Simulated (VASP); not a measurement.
Runs of VASP 6.6.1 on Sb. The structure is that of space group Im-3m (No. 229), or close to it. The cells are those of the table. 

| task | cell | gap on the mesh (eV) | pressure (GPa) |
| --- | --- | --- | --- |
| relaxation of cell and atoms | relaxed to 8 GPa from a = 2.988 Å, angles 109.5°, 1 atom | none | 8.1 |
| relaxation of cell and atoms | relaxed from a = 2.988 Å, angles 109.5°, 1 atom | none | 0.1 |
| single point | a = 3.159 Å, angles 109.5°, 1 atom | none | (a) |
| relaxation of cell and atoms | relaxed to 2 GPa from a = 2.988 Å, angles 109.5°, 1 atom | none | 2.1 |
| single point | a = 3.138 Å, angles 109.5°, 1 atom | none | 6.3 |
| single point | a = 3.184 Å, angles 109.5°, 1 atom | none | 2.2 |
| relaxation of cell and atoms | relaxed to 4 GPa from a = 2.988 Å, angles 109.5°, 1 atom | none | 4.0 |
| single point | a = 3.118 Å, angles 109.5°, 1 atom | none | 8.3 |

Alike in all rows: level LDA; potentials or basis VASP PAW LDA potentials, release 64 (Sb); no spin polarisation; k mesh 12 × 12 × 12; cutoff (eV) 500; smearing methfessel-paxton 0.15 eV.

Question: Fill in the values left out.

Answer: (a) 4.3.

Caveats: spin-orbit coupling is left out, which moves the levels of the heavy elements; the cell is relaxed towards a set pressure, so the enthalpy falls and the energy may rise (some runs).

A k mesh can miss the band edges, and the runs leave out spin-orbit coupling on Sb.

A gap of «none» marks levels without a gap at the run's occupations.
